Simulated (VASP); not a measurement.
Set up this calculation in VASP 6.6.1, as the native input.

| Quantity | Value |
| --- | --- |
| Task | single point |
| Functional | PBEsol |
| Potentials or basis | VASP PAW PBE potentials, release 64 (Al, N) |
| Cutoff | 600 eV |
| k mesh | 10 × 10 × 10 |
| Occupations | gaussian, width 0.02 eV |
| Spin | no spin polarisation |
| Dipole correction | no |
| Further INCAR settings | ALGO = Normal; EDIFF = 1e-06; NBANDS = 11 |

The structure of AlN lies in POSCAR:

```
AlN
1.0
    0.0000000000      1.9892168054      1.9892168054
    1.9892168054      0.0000000000      1.9892168054
    1.9892168054      1.9892168054      0.0000000000
Al N
1 1
Direct
    0.5000000000      0.5000000000      0.5000000000
    0.0000000000      0.0000000000      0.0000000000
```

These files were run (other wordings do the same):

INCAR

```
  ALGO = Normal
  EDIFF = 1E-6
  ENCUT = 600
  GGA = PS
  GGA_COMPAT = False
  ISIF = 2
  ISMEAR = 0
  LASPH = True
  LCHARG = False
  LREAL = False
  LWAVE = False
  NBANDS = 11
  NELM = 120
  PREC = Accurate
  SIGMA = 0.02
```

KPOINTS

```
k-points
0
Gamma
  10 10 10
```

Potentials or basis: VASP PAW PBE potentials, release 64 (Al, N).

The run is started by

```bash
$ cat potpaw_PBE.64/Al/POTCAR potpaw_PBE.64/N/POTCAR > POTCAR
$ mpirun -np 1 vasp_std > vasp.out
```

It gave:

| Quantity | Value |
| --- | --- |
| Pressure | 14.3 GPa |
| Band gap on the k mesh | 5.03 eV, indirect (least direct gap 6.39 eV) |

Caveat: the PAW data sets were made with another functional, which shifts forces and pressure a little.

It took 7.1 s on 1 thread of Intel(R) Xeon(R) Platinum 8259CL CPU @ 2.50GHz (Skylake/Cascade Lake), on a shared host, peak memory 0.14 GiB.
